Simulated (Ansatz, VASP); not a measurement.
Hf2C in VASP and in Ansatz

```
CELL_PARAMETERS angstrom
3.06383 0.00000 0.00000
-1.53191 2.65335 0.00000
0.00000 0.00000 7.22913
ATOMIC_POSITIONS crystal
Hf 0.00000 0.00000 0.29335
Hf 0.00000 0.00000 0.70665
C 0.00000 0.00000 0.00000
```

Alike in both runs: functional PBE; k mesh 6 × 6 × 4; occupations gaussian, width 0.1 eV; no spin polarisation.

Ansatz relaxed the structure, and its values are those at the end. VASP's run is a single point on that final structure, the one shown.

|  | VASP | Ansatz |
| --- | --- | --- |
| version | VASP 6.6.1 | Ansatz 0.2.0 |
| potentials or method | VASP PAW PBE potentials, release 64 (Hf_pv, C), cutoff 520 eV | scalar-relativistic, plane waves, PAW |
| valence electrons in the cell | 24 | 56 |

VASP gave:

* gap on the k mesh at the Fermi level (eV): none
* pressure (GPa): -0.2
* rms of the force components (eV/Å): 0.003

Which values does Ansatz return?

gap on the k mesh at the Fermi level (eV): none; pressure (GPa): 0.0; rms of the force components (eV/Å): 0.005.

A gap of «none» marks a metal or a gap that the smearing closes. VASP's potentials hold 24 valence electrons a cell and Ansatz's 56, so a difference there can come from the potentials and not from the codes.

The k mesh is coarse, so the values compare programs but aren't converged. Spin-orbit coupling is off throughout.
